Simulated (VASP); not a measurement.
K: relaxation of cell and atoms with PBEsol

The system is K.

```
K
1.0
    -2.63017    2.63017    2.63017
     2.63017   -2.63017    2.63017
     2.63017    2.63017   -2.63017
K
1
Direct
  0.00000 0.00000 0.00000
```

```yaml
Program: VASP 6.6.1
Task: relaxation of cell and atoms
Functional: PBEsol
Potentials_or_basis: VASP PAW PBE potentials, release 64 (K_sv)
Cutoff: 600 eV
k_mesh: 12 × 12 × 12
Occupations: gaussian, width 0.1 eV
Spin: no spin polarisation
Dipole_correction: no
Further_INCAR_settings: ALGO = Fast; EDIFF = 1e-06; IBRION = 2; EDIFFG = -0.01; NSW = 80; ISIF = 3
```

| Property | Result |
| --- | --- |
| Relaxed volume | 70.46 Å³/atom |
| Relaxed cell | a = 4.507 Å, b = 4.507 Å, c = 4.507 Å, α = 109.47°, β = 109.47°, γ = 109.47° |
| Space group after relaxing (to 0.1 Å) | Im-3m (No. 229) |
| Energy gained by relaxing | 0.5 meV/atom |
| Ionic steps | 6 |
| Pressure after relaxing | 0.0 GPa |
| Band gap on the k mesh | zero (an odd number of electrons rules out a gap without spin polarisation) |

Step by step:
| step | energy change (eV) | largest force (eV/Å) | pressure (GPa) | volume (Å³) |
| --- | --- | --- | --- | --- |
| 1 | 0.0000 | 0.0000 | -0.09 | 72.78 |
| 2 | -0.0002 | 0.0000 | -0.04 | 72.34 |
| 3 | -0.0003 | 0.0000 | -0.06 | 72.22 |
| 4 | -0.0004 | 0.0000 | -0.04 | 71.96 |
| 5 | -0.0005 | 0.0000 | -0.03 | 71.46 |
| 6 | -0.0005 | 0.0000 | 0.02 | 70.46 |

Final structure:
```
K
1.0
    -2.60190    2.60190    2.60190
     2.60190   -2.60190    2.60190
     2.60190    2.60190   -2.60190
K
1
Direct
  0.00000 0.00000 0.00000
```

Levels at points of the mesh, in eV from the Fermi level:
```csv
k point,band 1,band 2,band 3,band 4,band 5,band 6,band 7,band 8
"(0.00, 0.00, 0.00)",-31.95,-15.46,-15.46,-15.46,-2.21,4.35,4.35,4.35
"(0.50, 0.00, 0.00)",-31.95,-15.54,-15.49,-15.46,0.46,0.72,3.19,4.98
"(0.50, 0.50, 0.50)",-31.94,-15.52,-15.52,-15.52,1.67,1.67,3.60,3.60
```

It took 4.7 min on 1 thread of Intel Xeon 8259CL (shared host), peak memory 0.24 GiB.

Caveat: the PAW data sets were made with another functional, which shifts forces and pressure a little.
